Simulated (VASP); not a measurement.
Write the native input for VASP 6.6.1 that does the following.

| Item | Value |
| --- | --- |
| Task | single point |
| Functional | PBE |
| Potentials or basis | VASP PAW PBE potentials, release 64 (Eu) |
| Cutoff | 520 eV |
| k mesh | 10 × 10 × 10 |
| Occupations | fermi-dirac, width 0.05 eV |
| Spin | collinear spin, ferromagnetic start |
| Starting moments | [7.0] μB |
| Hubbard terms | Eu f U = 5.0 eV |
| Dipole correction | no |
| Further INCAR settings | ALGO = Normal; EDIFF = 1e-07; NBANDS = 18 |

The structure of Eu lies in POSCAR:

```
Eu
1.0
   -2.3030000000      2.3030000000      2.3030000000
    2.3030000000     -2.3030000000      2.3030000000
    2.3030000000      2.3030000000     -2.3030000000
Eu
1
Direct
    0.0000000000      0.0000000000      0.0000000000
```

One way to write it, as run:

INCAR

```
PREC = Accurate ; ENCUT = 520
EDIFF = 1E-7 ; ISMEAR = -1
SIGMA = 0.05 ; LREAL = False
LASPH = True ; NELM = 150
ALGO = Normal ; ISIF = 2
LWAVE = False ; LCHARG = True
ISPIN = 2 ; MAGMOM = 7
LORBIT = 11 ; LMAXMIX = 6
LDAU = True ; LDAUTYPE = 2
LDAUL = 3 ; LDAUU = 5
LDAUJ = 0 ; LDAUPRINT = 1
GGA = PE ; LELF = True
LVHAR = True ; NBANDS = 18
```

KPOINTS

```
regular mesh
0
Gamma
  10 10 10
```

Potentials or basis: VASP PAW PBE potentials, release 64 (Eu).

Launch:

```bash
$ cat potpaw_PBE.64/Eu/POTCAR > POTCAR
$ mpirun -np 1 vasp_std > vasp.out
```

It gave:

```
Pressure                                              : -0.3 GPa
Net moment                                            : 7.36 μB per cell
Site moments                                          : Eu +6.80 μB
Valence electrons inside the program's atomic spheres : Eu 14.84
```

Wall time 3.2 min on 1 thread of Intel(R) Xeon(R) Platinum 8375C CPU @ 2.90GHz (Ice Lake), on a shared host, peak memory 0.23 GiB.
